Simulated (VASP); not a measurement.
Here is a VASP 6.6.1 calculation.

The input INCAR:

```
SYSTEM = TeAs
  PREC = Accurate
  ENCUT = 500
  EDIFF = 1E-6
  ISMEAR = -1
  SIGMA = 0.1
  LREAL = .FALSE.
  LASPH = .TRUE.
  NELM = 120
  ALGO = Normal
  ISIF = 2
  LWAVE = .FALSE.
  LCHARG = .FALSE.
  GGA = PS
  NBANDS = 12
  GGA_COMPAT = .FALSE.
```

The input KPOINTS:

```
Automatic mesh
0
G
  7 7 7
  0 0 0
```

Contents of POSCAR:

```
TeAs
1.0
    0.0000000000      2.9938151931      2.9938151931
    2.9938151931      0.0000000000      2.9938151931
    2.9938151931      2.9938151931      0.0000000000
Te As
1 1
Direct
    0.5000000000      0.5000000000      0.5000000000
    0.0000000000      0.0000000000      0.0000000000
```

Potentials or basis: VASP PAW PBE potentials, release 64 (Te, As).

Command:

```bash
$ cat potpaw_PBE.64/Te/POTCAR potpaw_PBE.64/As/POTCAR > POTCAR
$ mpirun -np 1 vasp_std > vasp.out
```

Task: Predict the pressure.

Result: -4.1 GPa.

Caveat: the PAW data sets were made with another functional, which shifts forces and pressure a little.
